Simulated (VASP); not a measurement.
The system is Pt.

```xyz
1
Lattice="0.0000 1.9615 1.9615 1.9615 0.0000 1.9615 1.9615 1.9615 0.0000" Properties=species:S:1:pos:R:3 pbc="T T T"
Pt    0.0000    0.0000    0.0000
```

| Item | Value |
| --- | --- |
| Program | VASP 6.6.1 |
| Task | relaxation of cell and atoms |
| Functional | LDA |
| Potentials or basis | VASP PAW LDA potentials, release 64 (Pt) |
| Cutoff | 600 eV |
| k mesh | 14 × 14 × 14 |
| Occupations | fermi-dirac, width 0.1 eV |
| Spin | no spin polarisation |

At the start: pressure -5.5 GPa; volume 15.09 Å³/atom.

Question: Where does the relaxation end?

Answer: Over 4 steps the energy falls by 4.9 meV/atom and the volume is 14.81 Å³/atom (-1.9 %); space group Fm-3m (No. 225, to 0.05 Å).

Step by step:
```
step  energy change (eV)  largest force (eV/Å)  pressure (GPa)  volume (Å³)
   1              0.0000                0.0000           -5.45        15.09
   2              0.0432                0.0000           20.09        14.00
   3             -0.0049                0.0000           -0.13        14.82
   4             -0.0049                0.0000           -0.01        14.81
```

Final structure:
```
Pt
1.0
     0.00000    1.94933    1.94933
     1.94933    0.00000    1.94933
     1.94933    1.94933    0.00000
Pt
1
Direct
  0.00000 0.00000 0.00000
```
